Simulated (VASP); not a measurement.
A run of VASP 6.6.1:

File INCAR:

```
SYSTEM = Y4I
PREC = Accurate
ENCUT = 600
EDIFF = 1E-7
ISMEAR = 0
SIGMA = 0.1
LREAL = .False.
LASPH = .True.
NELM = 100
ALGO = Normal
ISIF = 3
LWAVE = .False.
LCHARG = .False.
GGA = PE
IBRION = 2
NSW = 90
EDIFFG = -0.04
```

File KPOINTS:

```
regular mesh
0
Gamma
  4 4 4
  0 0 0
```

The input POSCAR:

```
Y4I
1.0
   -3.2981388800      3.2981388800      3.2981388800
    3.2981388800     -3.2981388800      3.2981388800
    3.2981388800      3.2981388800     -3.2981388800
Y I
4 1
Direct
    0.0000000000      0.0000000000      0.5000000000
    0.0000000000      0.5000000000      0.0000000000
    0.5000000000      0.0000000000      0.0000000000
    0.5000000000      0.5000000000      0.5000000000
    0.0000000000      0.0000000000      0.0000000000
```

Potentials or basis: VASP PAW PBE potentials, release 64 (Y_sv, I).

Run with:

```sh
$ cat potpaw_PBE.64/Y_sv/POTCAR potpaw_PBE.64/I/POTCAR > POTCAR
$ mpirun -np 1 vasp_std > vasp.out
```

Hardware: 1 thread of Intel Xeon 8259CL, on a shared host.

Question: How long does it take, and how much memory?

Answer: Wall time 7.9 min on 1 thread of Intel Xeon 8259CL, on a shared host, peak memory 0.37 GiB. Counts: scf iterations 58, k points 8, ion steps 3.
